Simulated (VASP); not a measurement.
# W (R-3m) in VASP: further runs, part 2 of 2

VASP 6.6.1. The steps go on from the part before.

**4. Single point, PBE**

This run uses another cell than the first one, of the same volume but with other edges.

Input file INCAR:

```
PREC     = Accurate       # precision mode
ENCUT    = 520            # plane-wave cutoff, eV
EDIFF    = 1E-6           # SCF threshold, eV
ISMEAR   = 0              # smearing method
SIGMA    = 0.15           # smearing width, eV
LREAL    = False          # projectors in reciprocal space
LASPH    = True           # aspherical terms in the spheres
NELM     = 100            # most SCF steps
ALGO     = Fast           # electronic algorithm
ISIF     = 2              # what is computed and relaxed
LWAVE    = False          # write WAVECAR
LCHARG   = False          # write CHGCAR
GGA      = PE             # functional
NBANDS   = 13             # bands
```

Input file KPOINTS:

```
Automatic mesh
0
Gamma
  22 22 22
```

Input file POSCAR:

```
W
1.0
   -1.4341985035      1.6605260239      1.6605260239
    1.6605260239     -1.4341985035      1.6605260239
    1.6605260239      1.6605260239     -1.4341985035
W
1
Direct
    0.0000000000      0.0000000000      0.0000000000
```

Potentials or basis: VASP PAW PBE potentials, release 64 (W_sv).

Run with:

```console
$ cat potpaw_PBE.64/W_sv/POTCAR > POTCAR
$ mpirun -np 1 vasp_std > vasp.out
```

OUTCAR:

```text
PREC = Accurate
   ENCUT = 520
   EDIFF = 1E-6
   ISMEAR = 0
   LREAL = False
   LASPH = True
   NELM = 100
   ISIF = 2
   GGA = PE

 ion  position               nearest neighbor table
   1  0.000  0.000  0.000-

  LATTYP: Found a trigonal (rhomboedric) cell.
 ALAT       =     2.7516574459
 COS(alpha) =    -0.2648972803

  Lattice vectors:

 A1 = (  -1.4341985035,   1.6605260239,   1.6605260239)
 A2 = (   1.6605260239,  -1.4341985035,   1.6605260239)
 A3 = (   1.6605260239,   1.6605260239,  -1.4341985035)

Analysis of symmetry for initial positions (statically):
=====================================================================
 Subroutine PRICEL returns:
 Original cell was already a primitive cell.

 Routine SETGRP: Setting up the symmetry group for a
 trigonal (rhombohedral) supercell.

 Subroutine GETGRP returns: Found 12 space group operations
 (whereof 12 operations were pure point group operations)
 out of a pool of 12 trial point group operations.

The static configuration has the point symmetry D_3d.

Analysis of symmetry for dynamics (positions and initial velocities):
=====================================================================
[... 161 lines left out ...]
 fundamental gap:      0.0162819535
 Fermi energy:         9.7668052475

 k-point     1 :       0.0000    0.0000    0.0000
  band No.  band energies     occupation
      1     -64.7011      2.00000
      2     -28.6194      2.00000
      3     -28.2665      2.00000
      4     -28.2665      2.00000
      5       0.7773      2.00000
      6       7.2484      2.00000
      7       7.2484      2.00000
      8      10.5653      0.00000
      9      12.2840      0.00000
     10      12.2840      0.00000
     11      22.9691      0.00000
     12      22.9691      0.00000
     13      26.3166      0.00000
[... 354 lines left out ...]
  band No.  band energies     occupation
      1     -64.6346      2.00000
      2     -29.2930      2.00000
      3     -28.5387      2.00000
      4     -28.2632      2.00000
      5       4.0992      2.00000
      6       6.4450      2.00000
      7       8.6591      2.00000
      8      12.2596      0.00000
      9      12.4641      0.00000
     10      13.3403      0.00000
     11      18.6938      0.00000
     12      22.2195      0.00000
     13      26.1164      0.00000

 [... further k-points ...]
[... 5 lines left out ...]
  --------------------------------------------------------------------------------------
  -------------------------------------------------------------------------------------
  Total       -2.2911681     -2.2911681     -2.2911681     -1.0596953     -1.0596953     -1.0596953
  in kB     -203.1352767   -203.1352767   -203.1352767    -93.9527346    -93.9527346    -93.9527346
  external PRESSURE =    -203.1352767 kB  Pullay stress =       0.0000000 kB

 VOLUME and BASIS-vectors are now :
 -----------------------------------------------------------------------------
  energy-cutoff  :      520.00
  volume of cell :       18.07
      direct lattice vectors                 reciprocal lattice vectors
    -1.434198503  1.660526024  1.660526024    -0.038759412  0.284371126  0.284371126
     1.660526024 -1.434198503  1.660526024     0.284371126 -0.038759412  0.284371126
     1.660526024  1.660526024 -1.434198503     0.284371126  0.284371126 -0.038759412

 POSITION                                       TOTAL-FORCE (eV/Angst)
 -----------------------------------------------------------------------------------
      0.00000      0.00000      0.00000        -0.000000      0.000000     -0.000000
 -----------------------------------------------------------------------------------
    total drift:                                0.000000     -0.000000      0.000000

  FREE ENERGIE OF THE ION-ELECTRON SYSTEM (eV)
  ---------------------------------------------------
  free  energy   TOTEN  =       -12.5598594634 eV

  energy  without entropy=      -12.5532340834  energy(sigma->0) =      -12.55654677
```

OSZICAR:

```text
N       E                     dE             d eps       ncg     rms          rms(c)
DAV:   1     0.863110093259E+02    0.86311E+02   -0.75229E+03 26760   0.120E+03
DAV:   2    -0.114929430434E+02   -0.97804E+02   -0.93816E+02 30024   0.314E+02
DAV:   3    -0.132233071764E+02   -0.17304E+01   -0.17230E+01 29549   0.406E+01
DAV:   4    -0.132316265516E+02   -0.83194E-02   -0.83192E-02 29529   0.313E+00
DAV:   5    -0.132317106479E+02   -0.84096E-04   -0.84096E-04 29879   0.297E-01    0.169E+01
RMM:   6    -0.126862893003E+02    0.54542E+00   -0.48842E-01 29112   0.638E+00    0.653E+00
RMM:   7    -0.125624130364E+02    0.12388E+00   -0.32156E-01 29130   0.517E+00    0.101E+00
RMM:   8    -0.125600963327E+02    0.23167E-02   -0.14566E-02 32663   0.128E+00    0.244E-01
RMM:   9    -0.125598474337E+02    0.24890E-03   -0.26566E-03 32376   0.594E-01    0.478E-02
RMM:  10    -0.125598609157E+02   -0.13482E-04   -0.42316E-04 33511   0.232E-01    0.174E-02
RMM:  11    -0.125598597543E+02    0.11614E-05   -0.37168E-05 33765   0.769E-02    0.489E-03
RMM:  12    -0.125598593108E+02    0.44350E-06   -0.10255E-05 28975   0.372E-02    0.627E-03
RMM:  13    -0.125598594634E+02   -0.15259E-06   -0.21538E-06 24126   0.174E-02
   1 F= -.12559859E+02 E0= -.12556547E+02  d E =-.662538E-02
```

stdout:

```text
POSCAR found type information on POSCAR W
 POSCAR found :  1 types and       1 ions
 scaLAPACK will be used
 LDA part: xc-table for (Slater+PW92), standard interpolation
 POSCAR, INCAR and KPOINTS ok, starting setup
 FFT: planning ... GRIDC
 FFT: planning ... GRID_SOFT
 FFT: planning ... GRID
 WAVECAR not read
 entering main loop
WARNING in EDDRMM: call to ZHEGV failed, returncode =   8  4     12
WARNING in EDDRMM: call to ZHEGV failed, returncode =   8  4     13
WARNING in EDDRMM: call to ZHEGV failed, returncode =   6  3     13
WARNING in EDDRMM: call to ZHEGV failed, returncode =   6  3     12
```

It took 2.3 min on 1 thread of Intel Xeon Platinum 8259CL at 2.50GHz (Skylake/Cascade Lake), shared host; peak memory 0.31 GiB.

Results:

```yaml
Free_energy: -12.5599 eV
Pressure: -20.3 GPa
Band_gap_on_the_k_mesh: zero (band 7 reaches 11.15 eV, above the bottom of band 8 at 8.79 eV)
```

Stress tensor (GPa, compression positive):
```
-20.31  -9.40  -9.40
 -9.40 -20.31  -9.40
 -9.40  -9.40 -20.31
```

Levels at points of the mesh, in eV from the Fermi level:
| k point | band 5 | band 6 | band 7 | band 8 | band 9 | band 10 |
| --- | --- | --- | --- | --- | --- | --- |
| (0.00, 0.00, 0.00) | -8.99 | -2.52 | -2.52 | 0.80 | 2.52 | 2.52 |
| (0.50, 0.00, 0.00) | -5.70 | -3.40 | -0.53 | 2.41 | 2.80 | 3.47 |
| (0.50, 0.50, 0.00) | -5.48 | -3.24 | 1.28 | 1.58 | 1.76 | 5.76 |
| (0.50, 0.50, 0.50) | -4.97 | -4.97 | 1.32 | 5.42 | 5.42 | 6.61 |

Caveat: spin-orbit coupling is left out, which moves the levels of the heavy elements.

**5. Single point, PBE**

This run uses another cell than the first one, of 16.78 Å³/atom, 0.929 times its volume.

Input file INCAR:

```
  PREC = Accurate
  ENCUT = 520
  EDIFF = 1E-6
  ISMEAR = 0
  SIGMA = 0.15
  LREAL = F
  LASPH = T
  NELM = 60
  ALGO = Fast
  ISIF = 2
  LWAVE = F
  LCHARG = T
  GGA = PE
  LELF = T
  LVHAR = T
  NBANDS = 13
```

KPOINTS is that of step 4.

Input file POSCAR:

```
W
1.0
   -1.3991980414      1.6200022205      1.6200022205
    1.6200022205     -1.3991980414      1.6200022205
    1.6200022205      1.6200022205     -1.3991980414
W
1
Direct
    0.0000000000      0.0000000000      0.0000000000
```

Potentials or basis: VASP PAW PBE potentials, release 64 (W_sv).

Run with:

```console
$ cat potpaw_PBE.64/W_sv/POTCAR > POTCAR
$ mpirun -np 1 vasp_std > vasp.out
```

OUTCAR:

```text
PREC = Accurate
   ENCUT = 520
   EDIFF = 1E-6
   ISMEAR = 0
   LREAL = F
   LASPH = T
   NELM = 60
   ISIF = 2
   GGA = PE

 ion  position               nearest neighbor table
   1  0.000  0.000  0.000-

  LATTYP: Found a trigonal (rhomboedric) cell.
 ALAT       =     2.6845054569
 COS(alpha) =    -0.2648972803

  Lattice vectors:

 A1 = (  -1.3991980414,   1.6200022205,   1.6200022205)
 A2 = (   1.6200022205,  -1.3991980414,   1.6200022205)
[... 554 lines left out ...]
      3     -27.3880      2.00000
      4     -27.0720      2.00000
      5       4.7296      2.00000
      6       7.1168      2.00000
      7       9.6875      2.00000
      8      13.5390      0.00000
      9      13.7682      0.00000
     10      14.7815      0.00000
     11      20.7072      0.00000
     12      23.5375      0.00000
     13      28.0908      0.00000

 [... further k-points ...]
[... 5 lines left out ...]
  --------------------------------------------------------------------------------------
  -------------------------------------------------------------------------------------
  Total       -0.3408812     -0.3408812     -0.3408812     -1.3077533     -1.3077533     -1.3077533
  in kB      -32.5477999    -32.5477999    -32.5477999   -124.8660763   -124.8660763   -124.8660763
  external PRESSURE =     -32.5477999 kB  Pullay stress =       0.0000000 kB

 VOLUME and BASIS-vectors are now :
 -----------------------------------------------------------------------------
  energy-cutoff  :      520.00
  volume of cell :       16.78
      direct lattice vectors                 reciprocal lattice vectors
    -1.399198041  1.620002220  1.620002220    -0.039728965  0.291484573  0.291484573
     1.620002220 -1.399198041  1.620002220     0.291484573 -0.039728965  0.291484573
     1.620002220  1.620002220 -1.399198041     0.291484573  0.291484573 -0.039728965

 POSITION                                       TOTAL-FORCE (eV/Angst)
 -----------------------------------------------------------------------------------
      0.00000      0.00000      0.00000         0.000000      0.000000      0.000000
 -----------------------------------------------------------------------------------
    total drift:                                0.000000      0.000000      0.000000

  FREE ENERGIE OF THE ION-ELECTRON SYSTEM (eV)
  ---------------------------------------------------
  free  energy   TOTEN  =       -12.6591229904 eV

  energy  without entropy=      -12.6526745989  energy(sigma->0) =      -12.65589879
```

Run time: 71 s. Hardware: 1 thread of Intel Xeon 6975P-C (Granite Rapids), shared host; peak memory 0.3 GiB.

What came out:

| Quantity | Value |
| --- | --- |
| Free energy | -12.6591 eV |
| Pressure | -3.3 GPa |
| Band gap on the k mesh | zero (band 7 reaches 12.31 eV, above the bottom of band 8 at 9.68 eV) |

Stress tensor (GPa, compression positive):
```
 -3.25 -12.49 -12.49
-12.49  -3.25 -12.49
-12.49 -12.49  -3.25
```

Levels at points of the mesh, in eV from the Fermi level:
| k point | band 5 | band 6 | band 7 | band 8 | band 9 | band 10 |
| --- | --- | --- | --- | --- | --- | --- |
| (0.00, 0.00, 0.00) | -9.42 | -2.77 | -2.77 | 0.87 | 2.75 | 2.75 |
| (0.50, 0.00, 0.00) | -6.11 | -3.75 | -0.44 | 2.68 | 3.11 | 3.88 |
| (0.50, 0.50, 0.00) | -5.99 | -3.55 | 1.51 | 1.75 | 1.93 | 6.42 |
| (0.50, 0.50, 0.50) | -5.52 | -5.52 | 1.47 | 6.02 | 6.02 | 6.83 |

Caveat: spin-orbit coupling is left out, which moves the levels of the heavy elements.

**6. Single point, PBE**

This run uses another cell than the first one, of 16.78 Å³/atom, 0.929 times its volume.

Input file INCAR:

```
SYSTEM = W
ALGO = Fast ; EDIFF = 1E-7
ENCUT = 520 ; GGA = PE
ISIF = 2 ; ISMEAR = 0
LASPH = .True. ; LCHARG = .False.
LREAL = .False. ; LWAVE = .False.
NBANDS = 13 ; NELM = 100
PREC = Accurate ; SIGMA = 0.15
```

Input file KPOINTS:

```
k-points
0
Gamma
  22 22 22
  0 0 0
```

Input file POSCAR:

```
W
1.0
   -1.8263356324      1.6196890207      1.6196890207
    1.6196890207     -1.8263356324      1.6196890207
    1.6196890207      1.6196890207     -1.8263356324
W
1
Direct
    0.0000000000      0.0000000000      0.0000000000
```

Potentials or basis: VASP PAW PBE potentials, release 64 (W_sv).

Run with:

```console
$ cat potpaw_PBE.64/W_sv/POTCAR > POTCAR
$ mpirun -np 1 vasp_std > vasp.out
```

Run time: 98 s. Hardware: 1 thread of Intel Xeon 6975P-C (Granite Rapids), shared host; peak memory 0.32 GiB.

Results (log left out):

| Item | Value |
| --- | --- |
| Free energy | -12.4521 eV |
| Pressure | 0.4 GPa |
| Band gap on the k mesh | zero (band 7 reaches 14.16 eV, above the bottom of band 8 at 9.69 eV) |

Stress tensor (GPa, compression positive):
```
 0.43 26.91 26.91
26.91  0.43 26.91
26.91 26.91  0.43
```

Levels at points of the mesh, in eV from the Fermi level:
| k point | band 4 | band 5 | band 6 | band 7 | band 8 | band 9 | band 10 | band 11 |
| --- | --- | --- | --- | --- | --- | --- | --- | --- |
| (0.00, 0.00, 0.00) | -37.32 | -9.32 | -3.46 | -1.01 | -1.01 | 3.32 | 3.32 | 12.15 |
| (0.50, 0.00, 0.00) | -38.00 | -5.83 | -3.19 | 1.28 | 1.56 | 1.71 | 5.35 | 10.61 |
| (0.50, 0.50, 0.00) | -37.37 | -6.20 | -4.21 | -0.50 | 3.55 | 3.69 | 5.11 | 8.16 |
| (0.50, 0.50, 0.50) | -38.44 | -5.56 | -5.56 | 3.46 | 3.46 | 6.49 | 7.40 | 7.40 |

Caveat: spin-orbit coupling is left out, which moves the levels of the heavy elements.

**7. Summary**

```tsv
cell	further INCAR settings	gap on the mesh (eV)	pressure (GPa)
a = 2.630 Å, angles 93.6°, 1 atom	ALGO = Fast; EDIFF = 1e-06; NBANDS = 13	none	2.8
a = 3.354 Å, angles 116.4°, 1 atom	ALGO = Fast; EDIFF = 1e-06; NBANDS = 13	none	108.8
a = 2.752 Å, angles 105.4°, 1 atom	ALGO = Fast; EDIFF = 1e-06; NBANDS = 13	none	-20.3
a = 2.685 Å, angles 105.4°, 1 atom	ALGO = Fast; EDIFF = 1e-06; NBANDS = 13	none	-3.3
a = 2.930 Å, angles 112.6°, 1 atom	ALGO = Fast; EDIFF = 1e-07; NBANDS = 13	none	0.4
```

Alike in all rows: task single point; level PBE; potentials or basis VASP PAW PBE potentials, release 64 (W_sv); no spin polarisation; k mesh 22 × 22 × 22; cutoff (eV) 520; smearing gaussian 0.15 eV.

Caveats: spin-orbit coupling is left out, which moves the levels of the heavy elements.

Total energies depend on the potentials used, so only differences within one code and one set of settings carry meaning.
